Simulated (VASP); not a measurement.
# CoSi2 (AlB2 type) (P6/mmm) in VASP: a series of runs

Runs on CoSi2 (AlB2 type). Level: PBE. Tasks: single point.

Program: VASP 6.6.1. These are calculated values, not measurements. Logs are shortened: lines on timing, memory, paths and dates and some standing lists are left out, and cuts for length are marked.

**1. The cell of the first run**

The structure is hexagonal, space group P6/mmm (No. 191). The conventional cell has a = 3.711 Å, b = 3.711 Å, c = 2.271 Å, α = 90.00°, β = 90.00°, γ = 120.00°. Co (site symmetry 6/mmm) has 2 Co at 2.27 Å and 12 Si at 2.43 Å within 3.0 Å. Within 2.8 Å of Si (site symmetry -6m2) lie 5 Si at 2.14 to 2.27 Å and 6 Co at 2.43 Å.

**2. Single point, PBE**

INCAR

```
ALGO = Normal
EDIFF = 1E-7
ENCUT = 520
GGA = PE
ISIF = 2
ISMEAR = -1
LASPH = True
LCHARG = False
LREAL = False
LWAVE = False
NBANDS = 16
NELM = 80
PREC = Accurate
SIGMA = 0.08
```

KPOINTS

```
k-points
0
Gamma
  10 10 8
```

POSCAR

```
CoSi2
1.0
    3.7112726376      0.0000000000      0.0000000000
   -1.8556363188      3.2140563846      0.0000000000
    0.0000000000      0.0000000000      2.2714563156
Co Si
1 2
Direct
    0.0000000000      0.0000000000      0.0000000000
    0.3333333333      0.6666666667      0.5000000000
    0.6666666667      0.3333333333      0.5000000000
```

Potentials or basis: VASP PAW PBE potentials, release 64 (Co, Si).

Command:

```console
cat potpaw_PBE.64/Co/POTCAR potpaw_PBE.64/Si/POTCAR > POTCAR
mpirun -np 1 vasp_std > vasp.out
```

OUTCAR:

```text
EDIFF = 1E-7
   ENCUT = 520
   GGA = PE
   ISIF = 2
   ISMEAR = -1
   LASPH = True
   LREAL = False
   NELM = 80
   PREC = Accurate

 ion  position               nearest neighbor table
   1  0.000  0.000  0.000-   2 2.43   3 2.43   2 2.43   3 2.43   3 2.43   3 2.43   2 2.43   2 2.43
                             3 2.43   3 2.43   2 2.43   2 2.43
   2  0.333  0.667  0.500-   3 2.14   3 2.14   3 2.14   1 2.43   1 2.43   1 2.43   1 2.43   1 2.43
                             1 2.43   3 3.12   3 3.12   3 3.12   3 3.12   3 3.12   3 3.12
   3  0.667  0.333  0.500-   2 2.14   2 2.14   2 2.14   1 2.43   1 2.43   1 2.43   1 2.43   1 2.43
                             1 2.43   2 3.12   2 3.12   2 3.12   2 3.12   2 3.12   2 3.12

  LATTYP: Found a hexagonal cell.
 ALAT       =     3.7112726376
 C/A-ratio  =     0.6120424279

  Lattice vectors:

 A1 = (   3.7112726376,   0.0000000000,   0.0000000000)
 A2 = (  -1.8556363188,   3.2140563846,   0.0000000000)
 A3 = (   0.0000000000,   0.0000000000,   2.2714563156)

Analysis of symmetry for initial positions (statically):
=====================================================================
 Subroutine PRICEL returns:
 Original cell was already a primitive cell.

 Routine SETGRP: Setting up the symmetry group for a
 hexagonal supercell.

 Subroutine GETGRP returns: Found 24 space group operations
 (whereof 24 operations were pure point group operations)
 out of a pool of 24 trial point group operations.

The static configuration has the point symmetry D_6h.

Analysis of symmetry for dynamics (positions and initial velocities):
=====================================================================
 Subroutine PRICEL returns:
 Original cell was already a primitive cell.

 Routine SETGRP: Setting up the symmetry group for a
 hexagonal supercell.

 Subroutine GETGRP returns: Found 24 space group operations
 (whereof 24 operations were pure point group operations)
 out of a pool of 24 trial point group operations.

The dynamic configuration has the point symmetry D_6h.

 Subroutine INISYM returns: Found 24 space group operations
 (whereof 24 operations are pure point group operations),
 and found     1 'primitive' translations

----------------------------------------------------------------------------------------

                                     Primitive cell

  volume of cell :      27.0945

  direct lattice vectors                    reciprocal lattice vectors
     3.711272638  0.000000000  0.000000000     0.269449350  0.155566655  0.000000000
    -1.855636319  3.214056385  0.000000000     0.000000000  0.311133310  0.000000000
     0.000000000  0.000000000  2.271456316     0.000000000  0.000000000  0.440246195

  length of vectors
     3.711272638  3.711272638  2.271456316     0.311133310  0.311133310  0.440246195

  position of ions in fractional coordinates (direct lattice)
     0.000000000  0.000000000  0.000000000
     0.333333333  0.666666667  0.500000000
     0.666666667  0.333333333  0.500000000

  ion indices of the primitive-cell ions
   primitive index   ion index
                 1           1
                 2           2
                 3           3

----------------------------------------------------------------------------------------

 KPOINTS: k-points

Automatic generation of k-mesh.
 Grid dimensions read from file:
 generate k-points for:   10   10    8

 Generating k-lattice:

  Cartesian coordinates                     Fractional coordinates (reciprocal lattice)
     0.026944935  0.015556665  0.000000000     0.100000000  0.000000000  0.000000000
     0.000000000  0.031113331  0.000000000     0.000000000  0.100000000  0.000000000
     0.000000000  0.000000000  0.055030774     0.000000000  0.000000000  0.125000000

  Length of vectors
     0.031113331  0.031113331  0.055030774

  Shift w.r.t. Gamma in fractional coordinates (k-lattice)
     0.000000000  0.000000000  0.000000000

 Subroutine IBZKPT returns following result:
 ===========================================

 Found     70 irreducible k-points:

 Following reciprocal coordinates:
            Coordinates               Weight
  0.000000  0.000000  0.000000      1.000000
  0.100000  0.000000  0.000000      6.000000
  0.200000  0.000000  0.000000      6.000000
  0.300000  0.000000  0.000000      6.000000
  0.400000  0.000000  0.000000      6.000000
  0.500000  0.000000  0.000000      3.000000
[... 16 lines left out ...]
  0.300000  0.100000  0.125000     24.000000
  0.400000  0.100000  0.125000     24.000000
 [... further k-points ...]
   k-points           NKPTS =     70   k-points in BZ     NKDIM =     70   number of bands    NBANDS=     16
   number of dos      NEDOS =    301   number of ions     NIONS =      3
   total plane-waves  NPLWV =  14112
   dimension x,y,z NGX =    28 NGY =   28 NGZ =   18
   dimension x,y,z NGXF=    56 NGYF=   56 NGZF=   36
   ions per type =               1   2
   NGX,Y,Z   is equivalent  to a cutoff of  12.54, 12.54, 13.17 a.u.
   NGXF,Y,Z  is equivalent  to a cutoff of  25.09, 25.09, 26.35 a.u.
 SYSTEM =  unknown system
   PREC   = accura    normal or accurate (medium, high low for compatibility)
   ISTART =      0    job   : 0-new  1-cont  2-samecut
   ICHARG =      2    charge: 1-file 2-atom 10-const
   ISPIN  =      1    spin polarized calculation?
   LNONCOLLINEAR =      F non collinear calculations
   LSORBIT =      F    spin-orbit coupling
   LASPH  =      T    aspherical Exc in radial PAW
   ENCUT  =  520.0 eV  38.22 Ry    6.18 a.u.   6.90  6.90  4.22*2*pi/ulx,y,z
   NELM   =     80;   NELMIN=  2; NELMDL= -5     # of ELM steps
   EDIFF  = 0.1E-06   stopping-criterion for ELM
   LREAL  =      F    real-space projection
   EDIFFG = 0.1E-05   stopping-criterion for IOM
   NSW    =      0    number of steps for IOM
   IBRION =     -1    ionic relax: 0-MD 1-quasi-New 2-CG
   NFREE  =      0    steps in history (QN), initial steepest desc. (CG)
   ISIF   =      2    stress and relaxation
   ISYM   =      2    0-nonsym 1-usesym 2-fastsym
   POTIM  = 0.5000    time-step for ionic-motion
   TEBEG  =    0.0;   TEEND  =   0.0 temperature during run
   PSTRESS=    0.0 pullay stress
   NELECT =      17.0000    total number of electrons
   NUPDOWN=      -1.0000    fix difference up-down
   EMIN   =  10.00;   EMAX   =-10.00  energy-range for DOS
   EFERMI =   0.00;   METHOD = LEGACY
   ISMEAR =    -1;   SIGMA  =   0.08  broadening in eV -4-tet -1-fermi 0-gaus
   EFERMI_NEDOS =   21; number of points for ismear=-14 and -15
   IALGO  =     38    algorithm
   IMIX   =      4    mixing-type and parameters
     AMIX     =   0.40;   BMIX     =  1.00
     AMIX_MAG =   1.60;   BMIX_MAG =  1.00
  volume/ion in A,a.u.               =       9.03        60.95
  Fermi-wavevector in a.u.,A,eV,Ry     =   1.401514  2.648478 26.725142  1.964243
  Thomas-Fermi vector in A             =   2.524368
   LORBIT       =      0    0 simple, 1 ext, 2 COOP (PROOUT), +10 PAW based schemes
   GGA     = PE    functional components
   LHFCALC =     F    Hartree Fock is set to
   AEXX    =    0.0000 exact exchange contribution
   IVDW    =     0    specifies the selected vdW correction
   LEPSILON=     F    determine dielectric tensor
   LRPA    =     F    only Hartree local field effects (RPA)
 non-spin polarized calculation
  energy-cutoff  :      520.00
  volume of cell :       27.09
 maximum number of plane-waves:       745
 NGX is ok and might be reduce to    28
   NGX = 13   NGY = 13   NGZ =  9

 number of electron      17.0000003 magnetization

 Free energy of the ion-electron system (eV)
  ---------------------------------------------------
  ext. energy  EPLUGINS =         0.00000000
  ---------------------------------------------------
  free energy    TOTEN  =       -14.54597915 eV

  energy without entropy =      -14.49523955  energy(sigma->0) =      -14.52060935

 E-fermi :  16.6281     XC(G=0): -13.6294

 val. band max:       16.6260930743   @ k =   0.3000   0.2000   0.3750
 cond. band min:      16.6290803710   @ k =   0.3000   0.3000   0.3750
 fundamental gap:      0.0029872967
 Fermi energy:        16.6280543994

 k-point     1 :       0.0000    0.0000    0.0000
  band No.  band energies     occupation
      1      -0.9923      2.00000
      2       8.8610      2.00000
      3       8.8610      2.00000
      4      11.6791      2.00000
      5      12.6706      2.00000
      6      13.7551      2.00000
[... 8 lines left out ...]
     15      34.3879      0.00000
     16      34.3879      0.00000

 k-point     2 :       0.1000    0.0000    0.0000
  band No.  band energies     occupation
      1      -0.8531      2.00000
      2       8.1642      2.00000
      3       8.8396      2.00000
      4      11.5137      2.00000
      5      13.2796      2.00000
      6      13.5662      2.00000
[... 8 lines left out ...]
     15      33.5302      0.00000
     16      34.3355      0.00000

 k-point     3 :       0.2000    0.0000    0.0000
  band No.  band energies     occupation
      1      -0.4404      2.00000
      2       6.7860      2.00000
      3       8.7847      2.00000
      4      11.0148      2.00000
      5      13.0348      2.00000
      6      13.4431      2.00000
[... 8 lines left out ...]
     15      31.7875      0.00000
     16      32.2350      0.00000

 k-point     4 :       0.3000    0.0000    0.0000
  band No.  band energies     occupation
      1       0.2289      2.00000
      2       5.2939      2.00000
      3       8.7186      2.00000
      4      10.3929      2.00000
      5      12.8862      2.00000
      6      13.2525      2.00000
[... 8 lines left out ...]
     15      28.9886      0.00000
     16      30.9518      0.00000
[... 324 lines left out ...]
 k-point    22 :       0.2000    0.1000    0.1250
  band No.  band energies     occupation
      1       0.3963      2.00000
      2       6.3255      2.00000
      3       8.5998      2.00000
      4      11.4045      2.00000
      5      12.9364      2.00000
      6      13.1079      2.00000
[... 8 lines left out ...]
     15      29.2877      0.00000
     16      29.7944      0.00000

 k-point    23 :       0.3000    0.1000    0.1250
  band No.  band energies     occupation
      1       1.1633      2.00000
      2       4.9670      2.00000
      3       8.2378      2.00000
      4      11.1853      2.00000
      5      12.9905      2.00000
      6      13.1811      2.00000
[... 8 lines left out ...]
     15      28.6619      0.00000
     16      29.2474      0.00000

 k-point    24 :       0.4000    0.1000    0.1250
  band No.  band energies     occupation
      1       2.0459      2.00000
      2       3.7632      2.00000
      3       8.0310      2.00000
      4      11.0534      2.00000
      5      13.0833      2.00000
      6      13.2008      2.00000
[... 8 lines left out ...]
     15      27.5409      0.00000
     16      29.3108      0.00000

 [... further k-points ...]
[... 5 lines left out ...]
  --------------------------------------------------------------------------------------
  -------------------------------------------------------------------------------------
  Total       16.9774614     16.9774614     16.9636710      0.0000000      0.0000000      0.0000000
  in kB     1003.9280644   1003.9280644   1003.1125936      0.0000000      0.0000000      0.0000000
  external PRESSURE =    1003.6562408 kB  Pullay stress =       0.0000000 kB

 VOLUME and BASIS-vectors are now :
 -----------------------------------------------------------------------------
  energy-cutoff  :      520.00
  volume of cell :       27.09
      direct lattice vectors                 reciprocal lattice vectors
     3.711272638  0.000000000  0.000000000     0.269449350  0.155566655  0.000000000
    -1.855636319  3.214056385  0.000000000     0.000000000  0.311133310  0.000000000
     0.000000000  0.000000000  2.271456316     0.000000000  0.000000000  0.440246195

 POSITION                                       TOTAL-FORCE (eV/Angst)
 -----------------------------------------------------------------------------------
      0.00000      0.00000      0.00000        -0.000000      0.000000      0.000000
     -0.00000      2.14270      1.13573        -0.000000      0.000000     -0.000000
      1.85564      1.07135      1.13573         0.000000      0.000000      0.000000
 -----------------------------------------------------------------------------------
    total drift:                               -0.000000      0.000000      0.000000

  FREE ENERGIE OF THE ION-ELECTRON SYSTEM (eV)
  ---------------------------------------------------
  free  energy   TOTEN  =       -14.5459791535 eV

  energy  without entropy=      -14.4952395482  energy(sigma->0) =      -14.52060935
```

Run time: 52 s. Hardware: 1 thread of Intel Xeon Platinum 8488C (Sapphire Rapids), shared host; peak memory 0.15 GiB.

What came out:

- Free energy: -14.5460 eV
- Pressure: 100.4 GPa

Spin polarisation is off, so any magnetic state and its effect on volume and gap are missing.

(Continued in part 2 of 2.)
